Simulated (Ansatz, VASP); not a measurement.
Two plane-wave programs on BC2

```xyz
6
Lattice="2.6802 0.0000 0.0000 0.0000 2.6802 0.0000 0.0000 0.0000 6.4821" Properties=species:S:1:pos:R:3 pbc="T T T"
B     1.3401    1.3401    4.8615
B     1.3401    1.3401    1.6205
C     1.3401    0.0000    3.9135
C     0.0000    1.3401    5.8096
C     0.0000    1.3401    0.6725
C     1.3401    0.0000    2.5686
```

Alike in both runs: functional PBE; k mesh 6 × 6 × 6; occupations gaussian, width 0.1 eV; no spin polarisation.

Ansatz relaxed the structure, and its values are those at the end. VASP's run is a single point on that final structure, the one shown.

|  | VASP | Ansatz |
| --- | --- | --- |
| version | VASP 6.6.1 | Ansatz 0.2.0 |
| potentials or method | VASP PAW PBE potentials, release 64 (B, C), cutoff 520 eV | scalar-relativistic, plane waves, PAW |
| valence electrons in the cell | 22 | 22 |

```tsv
	VASP	Ansatz	Ansatz less VASP
gap on the k mesh at the Fermi level (eV)	none	none	-
pressure (GPa)	0.1	-0.1	-0.21
rms of the force components (eV/Å)	0.013	0.013	+0.0001
```

A gap of «none» marks a metal or a gap that the smearing closes. The functional is the same, so the differences come from potentials, cutoffs and numerics.

The k mesh is coarse, so the values compare programs but aren't converged.
